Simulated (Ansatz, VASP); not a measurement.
**C: VASP beside Ansatz**

Contents of INCAR:

```
ALGO = Normal ; EDIFF = 1E-6
ENCUT = 520 ; GGA = PE
ISIF = 2 ; ISMEAR = 0
LASPH = T ; LCHARG = F
LREAL = F ; LWAVE = F
NBANDS = 11 ; NELM = 60
PREC = Accurate ; SIGMA = 0.05
```

KPOINTS

```
k-points
0
Gamma
  12 12 12
```

POSCAR

```
C
1.0
    0.0000000000      1.7572856722      1.8001634426
    1.7572856722      0.0000000000      1.8001634426
    1.7572856722      1.7572856722      0.0000000000
C
2
Direct
    0.5000000000      0.5000000000      0.5000000000
    0.7500000000      0.7500000000      0.7500000000
```

Input for Ansatz:

```yaml
crystal:
  lattice:
    - [0.0, 1.7572856722, 1.8001634426]
    - [1.7572856722, 0.0, 1.8001634426]
    - [1.7572856722, 1.7572856722, 0.0]
  atoms:
    - { symbol: C, position: [0.5, 0.5, 0.5] }
    - { symbol: C, position: [0.75, 0.75, 0.75] }
basis:
  ecutwfc: 520.0
kpoints:
  mp_grid: { grid: [12, 12, 12] }
hamiltonian:
  xc: pbe
  pseudopotentials: { kind: paw, azcp: { folder: soft_1 } }
scf:
  occupations: { method: gaussian, width: 0.05 }
output:
  forces: true
  stress: true
  eigenvalues: true
```

Alike in both runs: task single point; functional PBE; k mesh 12 × 12 × 12; occupations gaussian, width 0.05 eV; no spin polarisation.

|  | VASP | Ansatz |
| --- | --- | --- |
| version | VASP 6.6.1 | Ansatz 0.2.0 |
| potentials or method | VASP PAW PBE potentials, release 64 (C), cutoff 520 eV | scalar-relativistic, plane waves, PAW |
| valence electrons in the cell | 8 | 8 |

```csv
,VASP,Ansatz,Ansatz less VASP
gap on the k mesh at the Fermi level (eV),3.89,3.90,+0.009
least direct gap on the mesh (eV),5.42,5.43,+0.004
pressure (GPa),11.7,11.0,-0.72
"traceless stress, the component that is largest in VASP (GPa)",-15.65,-15.65,-0.005
```
